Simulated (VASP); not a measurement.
Set up this calculation in VASP 6.6.1, as the native input.

```
Task                   : single point
Functional             : PBE
Potentials or basis    : VASP PAW PBE potentials, release 64 (Ga_d, Ge_d, Se)
Cutoff                 : 520 eV
k mesh                 : 6 × 6 × 1
Occupations            : gaussian, width 0.2 eV
Spin                   : no spin polarisation
Dipole correction      : no
Further INCAR settings : ALGO = Normal; EDIFF = 1e-06; NBANDS = 63
```

The structure of Ga2GeSe2 lies in POSCAR:

```
Ga2GeSe2
1.0
    3.8953536659      0.0000000000      0.0000000000
   -1.9476768330      3.3734752314      0.0000000000
    0.0000000000      0.0000000000     20.9775191038
Ga Ge Se
4 2 4
Direct
    0.6666666667      0.3333333333      0.6386511238
    0.3333333333      0.6666666667      0.3613488762
    0.0000000000      0.0000000000      0.0587111338
    1.0000000000      0.0000000000      0.9412888662
    0.3333333333      0.6666666667      0.4787094060
    0.6666666667      0.3333333333      0.5212905940
    1.0000000000      0.0000000000      0.3075862851
    0.0000000000      0.0000000000      0.6924137149
    0.6666666667      0.3333333333      0.8873188996
    0.3333333333      0.6666666667      0.1126811004
```

These files were run (other wordings do the same):

INCAR

```
ALGO = Normal
EDIFF = 1E-6
ENCUT = 520
GGA = PE
ISIF = 2
ISMEAR = 0
LASPH = True
LCHARG = True
LELF = True
LREAL = False
LVHAR = True
LWAVE = False
NBANDS = 63
NELM = 80
PREC = Accurate
SIGMA = 0.2
```

KPOINTS

```
k-points
0
Gamma
  6 6 1
```

Potentials or basis: VASP PAW PBE potentials, release 64 (Ga_d, Ge_d, Se).

Launch:

```bash
$ cat potpaw_PBE.64/Ga_d/POTCAR potpaw_PBE.64/Ge_d/POTCAR potpaw_PBE.64/Se/POTCAR > POTCAR
$ mpirun -np 1 vasp_std > vasp.out
```

It gave:

| Quantity | Value |
| --- | --- |
| Pressure | 0.1 GPa |
| Largest force | 0.017 eV/Å |
| Band gap on the k mesh | 0.33 eV |

Caveat: this functional lacks dispersion, which binds layers or chains, so the pressure and a relaxed spacing across them are unreliable.

Run time: 96 s on 1 thread of Intel(R) Xeon(R) 6975P-C (Granite Rapids) (shared host), peak memory 0.42 GiB.
